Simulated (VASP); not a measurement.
# Ba (a cell with a defect) in VASP: single point with PBEsol

Aim: the single point of Ba (a cell with a defect) with PBEsol.

Program: VASP 6.6.1. These are calculated values, not measurements. Logs are shortened: lines on timing, memory, paths and dates and some standing lists are left out, and cuts for length are marked.

## (1) The cell of the first run

The cell holds a defect, 7 atoms: a = 7.835 Å, b = 7.835 Å, c = 7.835 Å, α = 90.00°, β = 90.00°, γ = 90.00°.

## (2) Single point, PBEsol

INCAR reads:

```
PREC = Accurate
ENCUT = 400
EDIFF = 1E-6
ISMEAR = 0
SIGMA = 0.05
LREAL = F
LASPH = T
NELM = 120
ALGO = Normal
ISIF = 2
LWAVE = F
LCHARG = F
GGA = PS
NBANDS = 44
GGA_COMPAT = F
```

KPOINTS reads:

```
regular mesh
0
Gamma
  1 1 1
```

POSCAR reads:

```
Ba
1.0
    7.8354350800      0.0000000000      0.0000000000
    0.0000000000      7.8354350800      0.0000000000
    0.0000000000      0.0000000000      7.8354350800
Ba
7
Direct
    0.0000000000      0.0000000000      0.2500000294
    0.0000000000      0.4999999311     -0.0023882528
    0.0000000000      0.5000000587      0.5023883115
    0.5000000587      0.0000000000     -0.0023882528
    0.5000000587      0.0000000000      0.5023881839
    0.5000000587      0.4999999311      0.0042034679
    0.5000000587      0.5000000587      0.4957964632
```

Potentials or basis: VASP PAW PBE potentials, release 64 (Ba_sv).

On the command line:

```
cat potpaw_PBE.64/Ba_sv/POTCAR > POTCAR
mpirun -np 1 vasp_gam > vasp.out
```

OUTCAR:

```text
PREC = Accurate
   ENCUT = 400
   EDIFF = 1E-6
   ISMEAR = 0
   LREAL = F
   LASPH = T
   NELM = 120
   ISIF = 2
   GGA = PS

 ion  position               nearest neighbor table
   1  0.000  0.000  0.250-   5 4.39   2 4.39   3 4.39   4 4.39   5 4.39   3 4.39   4 4.39   2 4.39

   2  0.000  0.500  0.998-   3 3.88   6 3.92   6 3.92   3 3.96   1 4.39   1 4.39
   3  0.000  0.500  0.502-   2 3.88   7 3.92   7 3.92   2 3.96   1 4.39   1 4.39
   4  0.500  0.000  0.998-   5 3.88   6 3.92   6 3.92   5 3.96   1 4.39   1 4.39
   5  0.500  0.000  0.502-   4 3.88   7 3.92   7 3.92   4 3.96   1 4.39   1 4.39
   6  0.500  0.500  0.004-   7 3.85   4 3.92   2 3.92   2 3.92   4 3.92   7 3.98
   7  0.500  0.500  0.496-   6 3.85   5 3.92   3 3.92   5 3.92   3 3.92   6 3.98

  LATTYP: Found a simple cubic cell.
 ALAT       =     7.8354350800

  Lattice vectors:

 A1 = (   7.8354350800,   0.0000000000,   0.0000000000)
 A2 = (   0.0000000000,   7.8354350800,   0.0000000000)
 A3 = (   0.0000000000,   0.0000000000,   7.8354350800)

Analysis of symmetry for initial positions (statically):
=====================================================================
 Subroutine PRICEL returns:
 Original cell was already a primitive cell.

 Routine SETGRP: Setting up the symmetry group for a
 simple cubic supercell.

 Subroutine GETGRP returns: Found 16 space group operations
 (whereof  8 operations were pure point group operations)
 out of a pool of 48 trial point group operations.

The static configuration has the point symmetry C_4v.
 The point group associated with its full space group is D_4h.

Analysis of symmetry for dynamics (positions and initial velocities):
=====================================================================
 Subroutine PRICEL returns:
 Original cell was already a primitive cell.

 Routine SETGRP: Setting up the symmetry group for a
 simple cubic supercell.

 Subroutine GETGRP returns: Found 16 space group operations
 (whereof  8 operations were pure point group operations)
 out of a pool of 48 trial point group operations.

The dynamic configuration has the point symmetry C_4v.
 The point group associated with its full space group is D_4h.

 Subroutine INISYM returns: Found 16 space group operations
 (whereof  8 operations are pure point group operations),
 and found     1 'primitive' translations

----------------------------------------------------------------------------------------

                                     Primitive cell

  volume of cell :     481.0490

  direct lattice vectors                    reciprocal lattice vectors
     7.835435080  0.000000000  0.000000000     0.127625332  0.000000000  0.000000000
     0.000000000  7.835435080  0.000000000     0.000000000  0.127625332  0.000000000
     0.000000000  0.000000000  7.835435080     0.000000000  0.000000000  0.127625332

  length of vectors
     7.835435080  7.835435080  7.835435080     0.127625332  0.127625332  0.127625332

  position of ions in fractional coordinates (direct lattice)
     0.000000000  0.000000000  0.250000029
     0.000000000  0.499999931  0.997611747
     0.000000000  0.500000059  0.502388311
     0.500000059  0.000000000  0.997611747
     0.500000059  0.000000000  0.502388184
     0.500000059  0.499999931  0.004203468
     0.500000059  0.500000059  0.495796463

  ion indices of the primitive-cell ions
   primitive index   ion index
                 1           1
                 2           2
                 3           3
                 4           4
                 5           5
                 6           6
                 7           7

----------------------------------------------------------------------------------------

 KPOINTS: regular mesh

Automatic generation of k-mesh.
 Grid dimensions read from file:
 generate k-points for:    1    1    1

 Generating k-lattice:

  Cartesian coordinates                     Fractional coordinates (reciprocal lattice)
     0.127625332  0.000000000  0.000000000     1.000000000  0.000000000  0.000000000
     0.000000000  0.127625332  0.000000000     0.000000000  1.000000000  0.000000000
     0.000000000  0.000000000  0.127625332     0.000000000  0.000000000  1.000000000

  Length of vectors
     0.127625332  0.127625332  0.127625332

  Shift w.r.t. Gamma in fractional coordinates (k-lattice)
     0.000000000  0.000000000  0.000000000

 Subroutine IBZKPT returns following result:
 ===========================================

 Found      1 irreducible k-points:

 Following reciprocal coordinates:
            Coordinates               Weight
  0.000000  0.000000  0.000000      1.000000
   k-points           NKPTS =      1   k-points in BZ     NKDIM =      1   number of bands    NBANDS=     44
   number of dos      NEDOS =    301   number of ions     NIONS =      7
   total plane-waves  NPLWV = 157464
   dimension x,y,z NGX =    54 NGY =   54 NGZ =   54
   dimension x,y,z NGXF=   108 NGYF=  108 NGZF=  108
   ions per type =               7
   NGX,Y,Z   is equivalent  to a cutoff of  11.46, 11.46, 11.46 a.u.
   NGXF,Y,Z  is equivalent  to a cutoff of  22.91, 22.91, 22.91 a.u.
 SYSTEM =  unknown system
   PREC   = accura    normal or accurate (medium, high low for compatibility)
   ISTART =      0    job   : 0-new  1-cont  2-samecut
   ICHARG =      2    charge: 1-file 2-atom 10-const
   ISPIN  =      1    spin polarized calculation?
   LNONCOLLINEAR =      F non collinear calculations
   LSORBIT =      F    spin-orbit coupling
   LASPH  =      T    aspherical Exc in radial PAW
   ENCUT  =  400.0 eV  29.40 Ry    5.42 a.u.  12.78 12.78 12.78*2*pi/ulx,y,z
   NELM   =    120;   NELMIN=  2; NELMDL= -5     # of ELM steps
   EDIFF  = 0.1E-05   stopping-criterion for ELM
   LREAL  =      F    real-space projection
   EDIFFG = 0.1E-04   stopping-criterion for IOM
   NSW    =      0    number of steps for IOM
   IBRION =     -1    ionic relax: 0-MD 1-quasi-New 2-CG
   NFREE  =      0    steps in history (QN), initial steepest desc. (CG)
   ISIF   =      2    stress and relaxation
   ISYM   =      2    0-nonsym 1-usesym 2-fastsym
   POTIM  = 0.5000    time-step for ionic-motion
   TEBEG  =    0.0;   TEEND  =   0.0 temperature during run
   PSTRESS=    0.0 pullay stress
   NELECT =      70.0000    total number of electrons
   NUPDOWN=      -1.0000    fix difference up-down
   EMIN   =  10.00;   EMAX   =-10.00  energy-range for DOS
   EFERMI =   0.00;   METHOD = LEGACY
   ISMEAR =     0;   SIGMA  =   0.05  broadening in eV -4-tet -1-fermi 0-gaus
   EFERMI_NEDOS =   21; number of points for ismear=-14 and -15
   IALGO  =     38    algorithm
   IMIX   =      4    mixing-type and parameters
     AMIX     =   0.40;   BMIX     =  1.00
     AMIX_MAG =   1.60;   BMIX_MAG =  1.00
  volume/ion in A,a.u.               =      68.72       463.75
  Fermi-wavevector in a.u.,A,eV,Ry     =   0.861082  1.627209 10.088200  0.741462
  Thomas-Fermi vector in A             =   1.978682
   LORBIT       =      0    0 simple, 1 ext, 2 COOP (PROOUT), +10 PAW based schemes
   GGA     = PS    functional components
   LHFCALC =     F    Hartree Fock is set to
   AEXX    =    0.0000 exact exchange contribution
   IVDW    =     0    specifies the selected vdW correction
   LEPSILON=     F    determine dielectric tensor
   LRPA    =     F    only Hartree local field effects (RPA)
 non-spin polarized calculation
 Gauss-broadening in eV      SIGMA  =   0.05
  energy-cutoff  :      400.00
  volume of cell :      481.05
 maximum number of plane-waves:      4367
 NGX is ok and might be reduce to    50
   NGX = 25   NGY = 25   NGZ = 25

 number of electron      70.0000015 magnetization

 Free energy of the ion-electron system (eV)
  ---------------------------------------------------
  ext. energy  EPLUGINS =         0.00000000
  ---------------------------------------------------
  free energy    TOTEN  =       -15.36363815 eV

  energy without entropy =      -15.36363815  energy(sigma->0) =      -15.36363815

 E-fermi :   1.0467     XC(G=0):  -7.1110

 val. band max:        0.8207264636   @ k =   0.0000   0.0000   0.0000
 cond. band min:       1.2737365099   @ k =   0.0000   0.0000   0.0000
 fundamental gap:      0.4530100463
 Fermi energy:         1.0467450753

 k-point     1 :       0.0000    0.0000    0.0000
  band No.  band energies     occupation
      1     -28.4773      2.00000
      2     -27.7771      2.00000
      3     -27.7706      2.00000
      4     -27.7121      2.00000
      5     -27.7055      2.00000
      6     -27.4084      2.00000
[... 36 lines left out ...]
     43       2.0796      0.00000
     44       2.0883      0.00000

------------------------ aborting loop because EDIFF is reached ----------------------------------------

  FORCE on cell =-STRESS in cart. coord.  units (eV):
  Direction    XX          YY          ZZ          XY          YZ          ZX
  --------------------------------------------------------------------------------------
  -------------------------------------------------------------------------------------
  Total       -8.3603178     -8.3603178     -5.6151004      0.0000000      0.0000000      0.0000000
  in kB      -27.8447945    -27.8447945    -18.7015996      0.0000000      0.0000000      0.0000000
  external PRESSURE =     -24.7970629 kB  Pullay stress =       0.0000000 kB

 VOLUME and BASIS-vectors are now :
 -----------------------------------------------------------------------------
  energy-cutoff  :      400.00
  volume of cell :      481.05
      direct lattice vectors                 reciprocal lattice vectors
     7.835435080  0.000000000  0.000000000     0.127625332  0.000000000  0.000000000
     0.000000000  7.835435080  0.000000000     0.000000000  0.127625332  0.000000000
     0.000000000  0.000000000  7.835435080     0.000000000  0.000000000  0.127625332

 POSITION                                       TOTAL-FORCE (eV/Angst)
 -----------------------------------------------------------------------------------
      0.00000      0.00000      1.95886        -0.000000      0.000000      0.000000
      0.00000      3.91772      7.81672        -0.000000      0.000000     -0.033968
      0.00000      3.91772      3.93643         0.000000     -0.000000      0.033968
      3.91772      0.00000      7.81672        -0.000000      0.000000     -0.033968
      3.91772      0.00000      3.93643         0.000000     -0.000000      0.033968
      3.91772      3.91772      0.03294         0.000000     -0.000000      0.028043
      3.91772      3.91772      3.88478         0.000000     -0.000000     -0.028043
 -----------------------------------------------------------------------------------
    total drift:                               -0.001233      0.000107      0.001218

  FREE ENERGIE OF THE ION-ELECTRON SYSTEM (eV)
  ---------------------------------------------------
  free  energy   TOTEN  =       -15.3636381546 eV

  energy  without entropy=      -15.3636381546  energy(sigma->0) =      -15.36363815
```

It took 57 s on 1 thread of AMD EPYC 7R13, shared host; peak memory 0.31 GiB.

Results:

```
Free energy   : -15.3636 eV
Pressure      : -2.5 GPa
Largest force : 0.034 eV/Å
```

Forces on the atoms (eV/Å):
```
Ba   0.000  0.000  0.000
Ba   0.000  0.000 -0.034
Ba   0.000  0.000  0.034
Ba   0.000  0.000 -0.034
Ba   0.000  0.000  0.034
Ba   0.000  0.000  0.028
Ba   0.000  0.000 -0.028
```

Caveat: the k points lie up to 0.80 Å⁻¹ apart; the PAW data sets were made with another functional, which shifts forces and pressure a little; spin-orbit coupling is left out, which moves the levels of the heavy elements.
